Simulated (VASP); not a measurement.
Runs of VASP 6.6.1 on Ta. The structure is that of space group Im-3m (No. 229), or close to it. The cells are those of the table. 

| cell | gap on the mesh (eV) | pressure (GPa) |
| --- | --- | --- |
| a = 2.903 Å, angles 109.5°, 1 atom | none | -5.4 |
| a = 2.832 Å, angles 109.9, 109.9, 108.7°, 1 atom | none | (b) |
| a = 2.918 Å, angles 108.7, 108.7, 111.1°, 1 atom | none | -7.8 |
| a = 2.932 Å, angles 109.1, 109.1, 110.3°, 1 atom | none | -10.2 |
| a = 2.874 Å, angles 109.9, 109.9, 108.7°, 1 atom | none | (a) |
| a = 2.818 Å, angles 110.7, 110.7, 107.0°, 1 atom | none | 13.9 |
| a = 2.846 Å, angles 110.3, 110.3, 107.8°, 1 atom | none | (d) |
| a = 2.861 Å, angles 108.3, 108.3, 111.9°, 1 atom | none | (c) |
| a = 2.946 Å, angles 109.5°, 1 atom | none | -12.4 |
| a = 2.817 Å, angles 109.5°, 1 atom | none | 13.6 |
| a = 2.803 Å, angles 110.3, 110.3, 107.8°, 1 atom | none | 17.6 |
| a = 2.832 Å, angles 108.7, 108.7, 111.1°, 1 atom | none | 10.1 |

Alike in all rows: task single point; level PBE; potentials or basis VASP PAW PBE potentials, release 64 (Ta_pv); no spin polarisation; k mesh 20 × 20 × 20; cutoff (eV) 520; smearing gaussian 0.15 eV.

Fill in the values left out.

(a) 0.2; (b) 10.0; (c) 3.6; (d) 6.6.

Caveats: spin-orbit coupling is left out, which moves the levels of the heavy elements; the cell stands under pressure (at least some runs); the cell stands under tension (at least some runs).

A k mesh can miss the band edges, and the runs leave out spin-orbit coupling on Ta.

A gap of «none» marks levels without a gap at the run's occupations.
